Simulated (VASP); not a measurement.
Crystal: CaO.

```xyz
2
Lattice="0.0000 2.3976 2.3976 2.3976 0.0000 2.3976 2.3976 2.3976 0.0000" Properties=species:S:1:pos:R:3 pbc="T T T"
Ca    0.0000    0.0000    0.0000
O     2.3976    2.3976    2.3976
```

Base run:

```yaml
Program: VASP 6.6.1
Functional: r2SCAN
Potentials_or_basis: VASP PAW PBE potentials, release 64 (Ca_sv, O)
Cutoff: 520 eV
k_mesh: 10 × 10 × 10
Occupations: gaussian, width 0.01 eV
Spin: no spin polarisation
```

Its results: band gap on the k mesh 4.19 eV, indirect (least direct gap 4.56 eV); pressure 1.0 GPa.

**Question.** The run is repeated on the same cell with these changes: functional from r2SCAN to PBE; occupations from gaussian, width 0.01 eV to fermi-dirac, width 0.02 eV. What comes out?

**Answer.** Band gap on the k mesh 3.63 eV, indirect (least direct gap 4.01 eV); pressure 3.1 GPa.

Caveats: the PAW data sets were made with another functional, which shifts forces and pressure a little (some runs).

A k mesh can miss the band edges.
